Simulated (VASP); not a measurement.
The system is GaSb.

```
CELL_PARAMETERS angstrom
0.00000 3.01766 3.01766
3.01766 0.00000 3.01766
3.01766 3.01766 0.00000
ATOMIC_POSITIONS crystal
Sb 0.75000 0.75000 0.75000
Ga 0.00000 0.00000 0.00000
```

Base run:

| Quantity | Value |
| --- | --- |
| Program | VASP 6.6.1 |
| Functional | PBEsol |
| Potentials or basis | VASP PAW PBE potentials, release 64 (Sb, Ga_d) |
| Cutoff | 520 eV |
| k mesh | 8 × 8 × 8 |
| Occupations | fermi-dirac, width 0.05 eV |
| Spin | no spin polarisation |

Its results: band gap on the k mesh 0.28 eV, direct; pressure 2.2 GPa.

Question: After a change of settings the same cell gave: band gap on the k mesh 0.28 eV, direct; pressure 0.3 GPa. Which change was it?
A. functional from PBEsol to r2SCAN; further incar settings from ALGO = Normal; EDIFF = 1e-07; NBANDS = 16 to ALGO = Normal; EDIFF = 1e-06; NBANDS = 16
B. dispersion from none to D3(BJ)
C. functional from PBEsol to RPBE; further incar settings from ALGO = Normal; EDIFF = 1e-07; NBANDS = 16 to ALGO = Normal; EDIFF = 1e-06; NBANDS = 16
D. functional from PBEsol to PBE; dispersion from none to D4

Answer: B.

Dispersion adds attraction, which lowers the pressure at fixed volume and, as a term added to the energy, leaves the levels alone.

Caveats: the PAW data sets were made with another functional, which shifts forces and pressure a little; spin-orbit coupling is left out, which moves the levels of the heavy elements.
